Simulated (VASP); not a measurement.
Input of a VASP 6.6.1 run:

The input INCAR:

```
  ALGO = Normal
  EDIFF = 1E-6
  ENCUT = 520
  GGA = CA
  ISIF = 2
  ISMEAR = 0
  LASPH = True
  LCHARG = True
  LELF = True
  LREAL = False
  LVHAR = True
  LWAVE = False
  NBANDS = 16
  NELM = 80
  PREC = Accurate
  SIGMA = 0.01
```

The input KPOINTS:

```
k-points
0
Gamma
  6 6 4
```

Contents of POSCAR:

```
MgS
1.0
    4.1394639444      0.0000000000      0.0000000000
   -2.0697319722      3.5848807834      0.0000000000
    0.0000000000      0.0000000000      6.5994408132
Mg S
2 2
Direct
    0.6666666667      0.3333333333      0.4957550000
    0.3333333333      0.6666666667      0.9957550000
    0.3333333333      0.6666666667      0.3792440000
    0.6666666667      0.3333333333      0.8792440000
```

Potentials or basis: VASP PAW LDA potentials, release 64 (Mg, S).

The run is started by

```console
$ cat potpaw_LDA.64/Mg/POTCAR potpaw_LDA.64/S/POTCAR > POTCAR
$ mpirun -np 1 vasp_std > vasp.out
```

Question: Predict the pressure.

Answer: -5.8 GPa.

Question: Predict the largest force.

Answer: 0.059 eV/Å.

Question: Predict the band gap on the k mesh.

Answer: 2.79 eV, direct.

Forces in eV/Å, atoms in the order of the input:
```
Mg   0.000  0.000  0.059
Mg   0.000  0.000  0.059
S    0.000  0.000 -0.059
S    0.000  0.000 -0.059
```
